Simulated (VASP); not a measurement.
Input of a VASP 6.6.1 run:

INCAR

```
ALGO = Normal ; EDIFF = 1E-7
ENCUT = 520 ; GGA = PE
ISIF = 2 ; ISMEAR = 0
LASPH = T ; LCHARG = F
LREAL = Auto ; LWAVE = F
NBANDS = 59 ; NELECT = 88.0
NELM = 80 ; PREC = Accurate
SIGMA = 0.05
```

Contents of KPOINTS:

```
k-points
0
Gamma
  4 4 2
```

File POSCAR:

```
Si6O11
1.0
   -2.5103274377      4.3480146658      0.0000000000
    0.0000000000      0.0000000000      5.5092660079
    7.5309823132      4.3480146658      0.0000000000
Si O
6 11
Direct
    0.7617495765      0.3333333333      0.2382504235
    0.2617495765      0.3333333333      0.7382504235
    0.9765008470      0.6666666667      0.5000000000
    0.4765008470      0.6666666667      0.0000000000
    0.2617495765      0.0000000000      0.2617495765
    0.7617495765      0.0000000000      0.7617495765
    0.0486521033      0.2055717715      0.2072260374
    0.5486521033      0.2055717715      0.7072260374
    0.7865130045      0.5389051049      0.3720609296
    0.2865130045      0.5389051049      0.8720609296
    0.6648348922      0.8722384382      0.9207130329
    0.2865130045      0.7944282285      0.1279390704
    0.7865130045      0.7944282285      0.6279390704
    0.6648348922      0.4610948951      0.0792869671
    0.1648348922      0.4610948951      0.5792869671
    0.4386533462      0.0058848551      0.3537969821
    0.0486521033      0.1277615618      0.7927739626
```

Potentials or basis: VASP PAW PBE potentials, release 64 (Si, O).

The run is started by

```bash
$ cat potpaw_PBE.64/Si/POTCAR potpaw_PBE.64/O/POTCAR > POTCAR
$ mpirun -np 1 vasp_std > vasp.out
```

Problem. Predict the largest force.

Solution. 45.757 eV/Å.

Forces on the atoms (eV/Å):
```
Si   -1.888   0.554   1.932
Si    1.083   1.523  -0.395
Si    3.754   0.239  -2.898
Si   -1.008  -1.789   0.526
Si  -12.010 -44.083  -2.387
Si    1.101   0.417   1.451
O     1.327  -0.661  -0.668
O    -0.258  -0.077  -0.101
O    -0.254  -0.168   0.117
O     0.065   0.173   0.049
O     0.271   0.174  -0.375
O     1.102  -0.553   0.456
O    -2.199  -0.047  -0.367
O     1.459   1.342  -2.009
O    -1.598  -1.478   1.465
O     9.418  44.665   3.157
O    -0.363  -0.232   0.048
```

Caveat: the k points lie up to 0.36 Å⁻¹ apart; the cell carries a net charge on a neutralising background, which shifts energy and pressure; the cell differs from its parent crystal (atoms taken out, atom 16 moved 0.375 of the way to it and +0.250 Å across, host rigid); atoms lie so close that the PAW spheres overlap strongly, which falsifies energies and pressures.
